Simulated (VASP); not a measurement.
SiC, 8 atoms in the cell. The typed cell holds 8 atoms: a = 3.094 Å, b = 3.094 Å, c = 10.148 Å, α = 88.25°, β = 86.50°, γ = 60.00°.  This cell differs from its parent crystal: the part above a cut slid along it.

| Item | Value |
| --- | --- |
| Program | VASP 6.6.1 |
| Task | single point |
| Functional | PBE |
| Potentials or basis | VASP PAW PBE potentials, release 64 (Si, C) |
| Cutoff | 520 eV |
| k mesh | 10 × 10 × 3 |
| Occupations | gaussian, width 0.05 eV |
| Spin | no spin polarisation |
| Dipole correction | no |
| Further INCAR settings | ALGO = Normal; EDIFF = 1e-07; NBANDS = 26 |

Potentials or basis: VASP PAW PBE potentials, release 64 (Si, C).

Command:

```sh
$ cat potpaw_PBE.64/Si/POTCAR potpaw_PBE.64/C/POTCAR > POTCAR
$ mpirun -np 1 vasp_std > vasp.out
```

Hardware: 1 thread of Intel Xeon 8259CL, with other jobs on the host.

How long does it take, and how much memory?

Wall time 7.7 min on 1 thread of Intel Xeon 8259CL (shared host), peak memory 0.37 GiB. Counts: scf iterations 15, k points 152.
